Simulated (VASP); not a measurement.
# Ca2Al3O3 in VASP: further runs, part 2 of 2

VASP 6.6.1.

## 4. Single point, PBE

The input, INCAR:

```
PREC = Accurate ; ENCUT = 520
EDIFF = 1E-6 ; ISMEAR = 0
SIGMA = 0.2 ; LREAL = Auto
LASPH = T ; NELM = 100
ALGO = Normal ; ISIF = 2
LWAVE = F ; LCHARG = F
GGA = PE ; NBANDS = 61
```

The input, KPOINTS:

```
Automatic mesh
0
Gamma
  6 6 2
```

The input, POSCAR:

```
Ca2Al3O3
1.0
    3.7429593657      0.0000000000      0.0000000000
    0.0000000000      3.7429593657      0.0000000000
    0.0000000000      0.0000000000     17.1375068699
Ca Al O
4 6 6
Direct
    0.5000000000      0.0000000000      0.5727587090
    1.0000000000      0.5000000000      0.2304736534
    1.0000000000      0.5000000000      0.4272412910
    0.5000000000      0.0000000000      0.7695263466
    0.0000000000      0.0000000000      0.0000000000
    0.0000000000      0.5000000000      0.8859119125
    0.5000000000      0.5000000000      0.0000000000
    0.5000000000      0.0000000000      0.1140880875
    0.5000000000      0.0000000000      0.3352614795
    0.0000000000      0.5000000000      0.6647385205
    0.5000000000      0.0000000000      0.4409779428
    0.5000000000      0.5000000000      0.3167467519
    0.0000000000      0.0000000000      0.3167467519
    0.0000000000      0.5000000000      0.5590220572
    0.5000000000      0.5000000000      0.6832532481
    0.0000000000      0.0000000000      0.6832532481
```

Potentials or basis: VASP PAW PBE potentials, release 64 (Ca_sv, Al, O).

Run with:

```console
$ cat potpaw_PBE.64/Ca_sv/POTCAR potpaw_PBE.64/Al/POTCAR potpaw_PBE.64/O/POTCAR > POTCAR
$ mpirun -np 1 vasp_std > vasp.out
```

OUTCAR:

```text
PREC = Accurate
   ENCUT = 520
   EDIFF = 1E-6
   ISMEAR = 0
   LREAL = Auto
   LASPH = T
   NELM = 100
   ISIF = 2
   GGA = PE

 ion  position               nearest neighbor table
   1  0.500  0.000  0.573-  11 2.26  10 3.08  10 3.08  10 3.08  10 3.08
   2  0.000  0.500  0.230-  12 2.39  13 2.39  13 2.39  12 2.39   9 3.20   9 3.20   9 3.20   9 3.20

   3  0.000  0.500  0.427-  14 2.26   9 3.08   9 3.08   9 3.08   9 3.08
   4  0.500  0.000  0.770-  15 2.39  16 2.39  15 2.39  16 2.39  10 3.20  10 3.20  10 3.20  10 3.20

[... 1481 lines left out ...]
  Total        0.5897452      0.5897452     -0.0326559      0.0000000      0.0000000      0.0000000
  in kB        3.9354746      3.9354746     -0.2179188      0.0000000      0.0000000      0.0000000
  external PRESSURE =       2.5510102 kB  Pullay stress =       0.0000000 kB

 VOLUME and BASIS-vectors are now :
 -----------------------------------------------------------------------------
  energy-cutoff  :      520.00
  volume of cell :      240.09
      direct lattice vectors                 reciprocal lattice vectors
     3.742959366  0.000000000  0.000000000     0.267168276  0.000000000  0.000000000
     0.000000000  3.742959366  0.000000000     0.000000000  0.267168276  0.000000000
     0.000000000  0.000000000 17.137506870     0.000000000  0.000000000  0.058351545

 POSITION                                       TOTAL-FORCE (eV/Angst)
 -----------------------------------------------------------------------------------
      1.87148      0.00000      9.81566         0.000000     -0.000000      0.010305
      0.00000      1.87148      3.94974         0.000000     -0.000000     -0.041849
      0.00000      1.87148      7.32185        -0.000000     -0.000000     -0.010305
      1.87148      0.00000     13.18776         0.000000     -0.000000      0.041849
      0.00000      0.00000      0.00000         0.000000     -0.000000      0.000000
      0.00000      1.87148     15.18232         0.000000     -0.000000      0.152642
[... 8 lines left out ...]
      1.87148      1.87148     11.70926         0.000000     -0.000000     -0.016165
      0.00000      0.00000     11.70926         0.000000      0.000000     -0.016165
 -----------------------------------------------------------------------------------
    total drift:                                0.000000     -0.000000      0.000000

  FREE ENERGIE OF THE ION-ELECTRON SYSTEM (eV)
  ---------------------------------------------------
  free  energy   TOTEN  =       -92.9344209511 eV

  energy  without entropy=      -92.9141972702  energy(sigma->0) =      -92.92430911
```

stdout:

```text
POSCAR found type information on POSCAR CaAlO
 POSCAR found :  3 types and      16 ions
 scaLAPACK will be used
 LDA part: xc-table for (Slater+PW92), standard interpolation
 POSCAR, INCAR and KPOINTS ok, starting setup
 FFT: planning ... GRIDC
 FFT: planning ... GRID_SOFT
 FFT: planning ... GRID
 WAVECAR not read
 entering main loop
```

Wall time 20 min (1 thread of Oxide Virtual Turin-like, shared host); peak memory 0.38 GiB.

What came out:

* Free energy: -92.9344 eV
* Pressure: 0.3 GPa
* Largest force: 0.153 eV/Å
* Band gap on the k mesh: zero (bands 47 and 48 overlap by 3.04 eV)

Forces on the atoms (eV/Å):
```
Ca   0.000  0.000  0.010
Ca   0.000  0.000 -0.042
Ca   0.000  0.000 -0.010
Ca   0.000  0.000  0.042
Al   0.000  0.000  0.000
Al   0.000  0.000  0.153
Al   0.000  0.000  0.000
Al   0.000  0.000 -0.153
Al   0.000  0.000 -0.014
Al   0.000  0.000  0.014
O    0.000  0.000 -0.023
O    0.000  0.000  0.016
O    0.000  0.000  0.016
O    0.000  0.000  0.023
O    0.000  0.000 -0.016
O    0.000  0.000 -0.016
```

Levels at points of the mesh, in eV from the Fermi level:
| k point | band 44 | band 45 | band 46 | band 47 | band 48 | band 49 |
| --- | --- | --- | --- | --- | --- | --- |
| (0.00, 0.00, 0.00) | -1.54 | -0.66 | -0.66 | 0.71 | 1.25 | 1.31 |
| (0.50, 0.00, 0.00) | -3.77 | -1.73 | -1.73 | 1.12 | 1.12 | 1.49 |
| (0.50, 0.50, 0.00) | -2.43 | -2.02 | -2.02 | -1.92 | -1.92 | 0.61 |
| (0.00, 0.00, 0.50) | -1.63 | -0.66 | -0.66 | 0.88 | 1.18 | 1.34 |
| (0.50, 0.00, 0.50) | -3.73 | -1.73 | -1.73 | 1.12 | 1.12 | 1.49 |
| (0.50, 0.50, 0.50) | -2.43 | -2.02 | -2.02 | -1.92 | -1.92 | 0.61 |

## 5. The runs side by side

| cell | k mesh | gap on the mesh (eV) | pressure (GPa) | largest force (eV/Å) |
| --- | --- | --- | --- | --- |
| a = 3.750, b = 3.747, c = 17.107 Å, angles 90.0, 89.9, 90.0°, 16 atoms, atomic positions A | 6 × 6 × 2 | none | 0.2 | 0.06 |
| a = 3.738, b = 3.738, c = 17.213 Å, 16 atoms, atomic positions B | 4 × 4 × 1 | none | 0.2 | 0.14 |
| a = 3.743, b = 3.743, c = 17.138 Å, 16 atoms, atomic positions C | 6 × 6 × 2 | none | 0.3 | 0.15 |

Alike in all rows: task single point; level PBE; potentials or basis VASP PAW PBE potentials, release 64 (Ca_sv, Al, O); no spin polarisation; cutoff (eV) 520; smearing gaussian 0.2 eV.

Caveats: some runs use coarse meshes.

Total energies depend on the potentials used, so only differences within one code and one set of settings carry meaning.
